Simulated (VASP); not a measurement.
Input of a VASP 6.6.1 run:

INCAR

```
SYSTEM = Tc3Pt
PREC = Accurate ; ENCUT = 600
EDIFF = 1E-6 ; ISMEAR = -1
SIGMA = 0.05 ; LREAL = .False.
LASPH = .True. ; NELM = 80
ALGO = Normal ; ISIF = 3
LWAVE = .False. ; LCHARG = .False.
GGA = CA ; IBRION = 2
NSW = 80 ; EDIFFG = -0.03
```

File KPOINTS:

```
Automatic mesh
0
Gamma
  6 6 6
  0 0 0
```

File POSCAR:

```
Tc3Pt
1.0
    3.8675000000      0.0000000000      0.0000000000
    0.0000000000      3.8675000000      0.0000000000
    0.0000000000      0.0000000000      3.8675000000
Tc Pt
3 1
Direct
    0.0000000000      0.0000000000      0.0000000000
    0.0000000000      0.5000000000      0.5000000000
    0.5000000000      0.0000000000      0.5000000000
    0.5000000000      0.5000000000      0.0000000000
```

Potentials or basis: VASP PAW LDA potentials, release 64 (Tc_pv, Pt).

Run with:

```sh
$ cat potpaw_LDA.64/Tc_pv/POTCAR potpaw_LDA.64/Pt/POTCAR > POTCAR
$ mpirun -np 1 vasp_std > vasp.out
```

**Question.** Estimate the relaxed volume.

**Answer.** 13.92 Å³/atom.

**Question.** What does it give for the relaxed cell?

**Answer.** a = 3.819 Å, b = 3.819 Å, c = 3.819 Å, α = 90.00°, β = 90.00°, γ = 90.00°.

**Question.** Estimate the band gap on the k mesh.

**Answer.** Zero (an odd number of electrons rules out a gap without spin polarisation).

**Question.** Predict the space group after relaxing (to 0.1 Å).

**Answer.** Pm-3m (No. 221).

Final structure:
```yaml
crystal:
  lattice:
    - [3.81881, 0.00000, 0.00000]
    - [0.00000, 3.81881, 0.00000]
    - [0.00000, 0.00000, 3.81881]
  atoms:
    - { symbol: Tc, position: [0.00000, 0.00000, 0.00000] }
    - { symbol: Tc, position: [0.00000, 0.50000, 0.50000] }
    - { symbol: Tc, position: [0.50000, 0.00000, 0.50000] }
    - { symbol: Pt, position: [0.50000, 0.50000, 0.00000] }
```

Caveat: spin-orbit coupling is left out, which moves the levels of the heavy elements.
